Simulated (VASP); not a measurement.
**Au: single point with PBEsol**

The system is Au.

```xyz
2
Lattice="2.9000 0.0000 0.0000 -1.4500 2.5115 0.0000 0.0000 0.0000 4.8800" Properties=species:S:1:pos:R:3 pbc="T T T"
Au    0.0000    1.6743    3.6600
Au    1.4500    0.8372    1.2200
```

```
Program                : VASP 6.6.1
Task                   : single point
Functional             : PBEsol
Potentials or basis    : VASP PAW PBE potentials, release 64 (Au)
Cutoff                 : 520 eV
k mesh                 : 13 × 13 × 7
Occupations            : fermi-dirac, width 0.1 eV
Spin                   : no spin polarisation
Dipole correction      : no
Further INCAR settings : ALGO = Normal; EDIFF = 1e-07; NBANDS = 18
```

The pressure is -6.8 GPa and the band gap on the k mesh is zero (band 11 reaches 11.50 eV, above the bottom of band 12 at 6.15 eV).

Stress tensor (GPa, compression positive):
```
-6.77  0.00  0.00
 0.00 -6.77  0.00
 0.00  0.00 -6.98
```

Levels at points of the mesh, in eV from the Fermi level:
```tsv
k point	band 9	band 10	band 11	band 12	band 13	band 14
(0.00, 0.00, 0.00)	-3.29	-2.02	-2.02	-0.91	2.55	14.70
```

Wall time 55 s on 1 thread of Intel Xeon 8259CL, with other jobs on the host, peak memory 0.18 GiB.

Caveat: the PAW data sets were made with another functional, which shifts forces and pressure a little; spin-orbit coupling is left out, which moves the levels of the heavy elements.
